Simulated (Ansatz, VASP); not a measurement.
# Sr2BN: VASP beside Ansatz

```
Sr B N
1.0
     3.94548    0.00000    0.00000
    -1.97274    3.41689    0.00000
     0.00000    0.00000    6.48847
Sr B N
2 1 1
Direct
  0.33333 0.66667 0.77660
  0.66667 0.33333 0.22340
  0.00000 0.00000 0.50000
  0.00000 0.00000 0.00000
```

Alike in both runs: task single point; functional PBE; k mesh 6 × 6 × 4; occupations gaussian, width 0.1 eV; collinear spin.

|  | VASP | Ansatz |
| --- | --- | --- |
| version | VASP 6.6.1 | Ansatz 0.2.0 |
| potentials or method | VASP PAW PBE potentials, release 64 (Sr_sv, B, N), cutoff 520 eV | scalar-relativistic, plane waves, PAW |
| valence electrons in the cell | 28 | 28 |

```csv
,VASP,Ansatz,Ansatz less VASP
gap on the k mesh at the Fermi level (eV),none,none,-
pressure (GPa),-0.5,-0.7,-0.21
"traceless stress, the component that is largest in VASP (GPa)",0.88,0.87,-0.009
rms of the force components (eV/Å),0.423,0.431,+0.0079
net moment per atom (μB),0.06,0.06,0.000
size of the moment on the site where the two differ most (μB),0.13,0.22,+0.092
```

Site moments also hang on the region over which each program counts them. Atom by atom the forces differ by 0.008 eV/Å (rms over components). A gap of «none» marks a metal or a gap that the smearing closes. With one functional, cell and mesh, what is left measures potentials, basis and numerics.
